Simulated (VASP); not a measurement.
Runs of VASP 6.6.1 on TePb. Symmetry: Pm-3m, No. 221, cubic system. The conventional cell has a = 4.002 Å, b = 4.002 Å, c = 4.002 Å, α = 90.00°, β = 90.00°, γ = 90.00°. Te (site symmetry m-3m) has 8 Pb at 3.47 Å and 6 Te at 4.00 Å within 4.6 Å. Pb (site symmetry m-3m) has 8 Te at 3.47 Å and 6 Pb at 4.00 Å within 4.6 Å. 

| level | spin | gap on the mesh (eV) | pressure (GPa) |
| --- | --- | --- | --- |
| revPBE | off | none | 0.8 |
| PBE | off | none | -0.3 |
| PBE | non-collinear, zero start, SOC | - | (a) |
| PBEsol | off | none | -2.9 |

Alike in all rows: task single point; potentials or basis VASP PAW PBE potentials, release 64 (Te, Pb_d); cell as given; k mesh 10 × 10 × 10; cutoff (eV) 520; smearing fermi-dirac 0.08 eV.

**Question.** Estimate the missing entries.

**Answer.** (a) -0.2.

Caveats: spin-orbit coupling is left out, which moves the levels of the heavy elements (some runs); the PAW data sets were made with another functional, which shifts forces and pressure a little (some runs).

A k mesh can miss the band edges, and rows without SOC leave out spin-orbit coupling on Pb, Te.

A gap of «none» marks levels without a gap at the run's occupations.
